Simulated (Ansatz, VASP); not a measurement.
**K in VASP and in Ansatz**

```
K
1.0
    -2.59775    2.59775    2.59775
     2.59775   -2.59775    2.59775
     2.59775    2.59775   -2.59775
K
1
Direct
  0.00000 0.00000 0.00000
```

Alike in both runs: functional PBEsol; k mesh 12 × 12 × 12; occupations gaussian, width 0.1 eV; no spin polarisation.

Ansatz relaxed the structure, and its values are those at the end. VASP's run is a single point on that final structure, the one shown.

|  | VASP | Ansatz |
| --- | --- | --- |
| version | VASP 6.6.1 | Ansatz 0.2.0 |
| potentials or method | VASP PAW PBE potentials, release 64 (K_sv), cutoff 520 eV | scalar-relativistic, plane waves, PAW |
| valence electrons in the cell | 9 | 9 |

|  | VASP | Ansatz | Ansatz less VASP |
| --- | --- | --- | --- |
| gap on the k mesh at the Fermi level (eV) | none | none | - |
| pressure (GPa) | 0.0 | 0.0 | +0.01 |

VASP's potentials were made for PBE, not for PBEsol. A gap of «none» marks a metal or a gap that the smearing closes. With one functional, cell and mesh, what is left measures potentials, basis and numerics.
